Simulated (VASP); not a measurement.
A run of VASP 6.6.1:

The input INCAR:

```
ALGO = Normal ; EDIFF = 1E-7
ENCUT = 520 ; GGA = PE
ISIF = 2 ; ISMEAR = -1
LASPH = True ; LCHARG = False
LREAL = Auto ; LWAVE = False
NBANDS = 87 ; NELM = 60
PREC = Accurate ; SIGMA = 0.05
```

File KPOINTS:

```
Automatic mesh
0
Gamma
  2 2 2
  0.5 0.5 0.5
```

File POSCAR:

```
TaN
1.0
    0.0000000000      5.1637090000      2.9254600000
   -4.4719030000     -2.5818540000      2.9254600000
    4.4719030000     -2.5818540000      2.9254600000
Ta N
9 9
Direct
    0.3904492640      0.7348725585      0.4001859609
    0.7341003246      0.7276813170      0.0608130956
    0.3787618946      0.4002428597      0.7162103572
    0.3905504966      0.0611377135      0.0595500225
    0.7214557283      0.3945078660      0.3883529919
    0.0669404797      0.7148753728      0.7234817759
    0.0575928296      0.3990376460      0.0519086944
    0.7294948856      0.0588243518      0.7308230513
    0.0645004222      0.0659697644      0.3870409057
    0.3281511980      0.6733404811     -0.0016772909
    0.6606807868      0.6693338852      0.6642850279
    0.3379976559      0.3305888549      0.3334241132
    0.3444695162      0.0080736761      0.6807032032
    0.6709467481      0.3341338038      0.0022205221
    0.0103543555      0.6869163995      0.3379052515
   -0.0002436289      0.3533149270      0.6815789792
    0.6833986628      0.9998946267      0.3346679883
    0.0085199180      1.0025571297      0.0132049456
```

Potentials or basis: VASP PAW PBE potentials, release 64 (Ta_pv, N).

The run is started by

```bash
$ cat potpaw_PBE.64/Ta_pv/POTCAR potpaw_PBE.64/N/POTCAR > POTCAR
$ mpirun -np 1 vasp_std > vasp.out
```

Hardware: 1 thread of Intel Xeon 8259CL (shared host).

**Question.** How long does it take, and how much memory?

**Answer.** Run time: 6.5 min on 1 thread of Intel Xeon 8259CL, on a shared host, peak memory 0.35 GiB. Counts: scf iterations 18, k points 4.
